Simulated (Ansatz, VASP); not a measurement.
# One calculation of SnSe2, two programs

```
CELL_PARAMETERS angstrom
3.81780 0.00000 0.00000
-1.90890 3.30631 0.00000
0.00000 0.00000 6.15033
ATOMIC_POSITIONS crystal
Sn 0.00000 0.00000 0.00000
Se 0.66667 0.33333 0.74202
Se 0.33333 0.66667 0.25798
```

Alike in both runs: functional PBEsol; k mesh 9 × 9 × 4; occupations gaussian, width 0.02 eV; no spin polarisation.

Ansatz relaxed the structure, and its values are those at the end. VASP's run is a single point on that final structure, the one shown.

|  | VASP | Ansatz |
| --- | --- | --- |
| version | VASP 6.6.1 | Ansatz 0.2.0 |
| potentials or method | VASP PAW PBE potentials, release 64 (Sn_d, Se), cutoff 500 eV | scalar-relativistic, plane waves, PAW |
| valence electrons in the cell | 26 | 46 |

```csv
,VASP,Ansatz,Ansatz less VASP
gap on the k mesh at the Fermi level (eV),0.60,0.61,+0.004
least direct gap on the mesh (eV),0.98,0.99,+0.008
pressure (GPa),0.1,0.0,-0.12
rms of the force components (eV/Å),0.010,0.000,-0.0095
```

VASP's potentials were made for PBE, not for PBEsol, and Ansatz warns of the same on its side. VASP's potentials hold 26 valence electrons a cell and Ansatz's 46, so a difference there can come from the potentials and not from the codes.
